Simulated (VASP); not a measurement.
# Mo16H (a cell with a defect): single point with PBE

Mo16H (a cell with a defect):

```
Mo H
1.0
     6.30000    0.00000    0.00000
     0.00000    6.30000    0.00000
     0.00000    0.00000    6.30000
Mo H
16 1
Direct
  0.98690 0.00022 0.99640
  0.50606 0.99813 0.99068
  0.01903 0.49357 0.00292
  0.99190 0.01325 0.49510
  0.27073 0.22498 0.23306
  0.50110 0.50062 0.01229
  0.50800 0.01960 0.50183
  0.74640 0.26914 0.22686
  0.99240 0.50159 0.48197
  0.25711 0.75516 0.27740
  0.23178 0.24165 0.71194
  0.49570 0.49310 0.51817
  0.73792 0.74000 0.27643
  0.73948 0.26551 0.76983
  0.25098 0.74716 0.76646
  0.75654 0.73329 0.73297
  0.98197 0.86657 0.74887
```

```
Program             : VASP 6.6.1
Task                : single point
Functional          : PBE
Potentials or basis : VASP PAW PBE potentials, release 64 (Mo_sv, H)
Cutoff              : 520 eV
k mesh              : 2 × 2 × 2
Occupations         : fermi-dirac, width 0.15 eV
Spin                : no spin polarisation
```

```json
{
 "Pressure": "9.2 GPa",
 "Largest force": "3.480 eV/Å",
 "Band gap on the k mesh": "zero (an odd number of electrons rules out a gap without spin polarisation)"
}
```

Forces on the atoms (eV/Å):
```
Mo   0.909  0.133  1.699
Mo  -0.435 -0.501  0.428
Mo  -0.735  0.635 -0.133
Mo  -0.118 -0.337 -1.317
Mo  -1.655  1.943  0.248
Mo  -0.473  0.566 -0.633
Mo  -0.267 -1.527 -0.125
Mo   0.852 -1.729  2.283
Mo   0.887 -0.556  0.931
Mo  -0.540 -0.618 -1.663
Mo   1.033  0.872  2.683
Mo  -0.482  0.649 -1.278
Mo   0.812  1.338 -2.350
Mo   0.550 -1.063 -2.024
Mo   0.989 -0.533 -0.567
Mo  -2.716  0.060  2.175
H    1.390  0.668 -0.358
```

Stress tensor (GPa, compression positive):
```
 8.95  1.03 -0.01
 1.03  9.07  0.33
-0.01  0.33  9.45
```

Levels at points of the mesh, in eV from the Fermi level:
| k point | band 110 | band 111 | band 112 | band 113 | band 114 | band 115 |
| --- | --- | --- | --- | --- | --- | --- |
| (0.00, 0.00, 0.00) | -0.41 | -0.25 | -0.16 | 0.67 | 0.76 | 0.78 |
| (0.50, 0.00, 0.00) | -0.41 | -0.38 | -0.32 | -0.02 | 0.14 | 0.41 |
| (0.00, 0.50, 0.00) | -0.40 | -0.38 | -0.22 | 0.00 | 0.19 | 0.40 |
| (0.00, 0.00, 0.50) | -0.47 | -0.42 | -0.39 | -0.05 | 0.09 | 0.49 |
| (0.50, 0.50, 0.00) | -0.81 | -0.65 | -0.56 | 0.10 | 0.24 | 0.38 |
| (0.00, 0.50, 0.50) | -0.77 | -0.70 | -0.50 | 0.03 | 0.13 | 0.28 |
| (0.50, 0.00, 0.50) | -0.71 | -0.61 | -0.45 | -0.02 | 0.10 | 0.20 |
| (0.50, 0.50, 0.50) | -2.07 | -1.95 | -1.89 | 0.97 | 1.05 | 1.18 |

It took 11 min on 1 thread of Intel(R) Xeon(R) Platinum 8259CL CPU @ 2.50GHz (Skylake/Cascade Lake), with other jobs on the host, peak memory 0.42 GiB.

Caveat: the k points lie up to 0.50 Å⁻¹ apart, too coarse for converged energies and pressures of a metal.
